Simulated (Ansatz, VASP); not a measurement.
# SnTe: VASP beside Ansatz

```xyz
2
Lattice="0.0000 3.1894 3.1894 3.1894 0.0000 3.1894 3.1894 3.1894 0.0000" Properties=species:S:1:pos:R:3 pbc="T T T"
Sn    0.0000    0.0000    0.0000
Te    3.1894    3.1894    3.1894
```

Alike in both runs: task single point; functional PBE; k mesh 8 × 8 × 8; occupations fermi-dirac, width 0.02 eV; no spin polarisation.

|  | VASP | Ansatz |
| --- | --- | --- |
| version | VASP 6.6.1 | Ansatz 0.2.0 |
| potentials or method | VASP PAW PBE potentials, release 64 (Sn_d, Te) | plane waves, PAW |
| plane-wave cutoff (eV) | 520 | 420 |
| valence electrons in the cell | 20 | 30 |

|  | VASP | Ansatz | Ansatz less VASP |
| --- | --- | --- | --- |
| pressure (GPa) | 0.6 | 0.6 | +0.07 |

VASP's potentials hold 20 valence electrons a cell and Ansatz's 30, so a difference there can come from the potentials and not from the codes.

Neither program's run includes spin-orbit coupling.
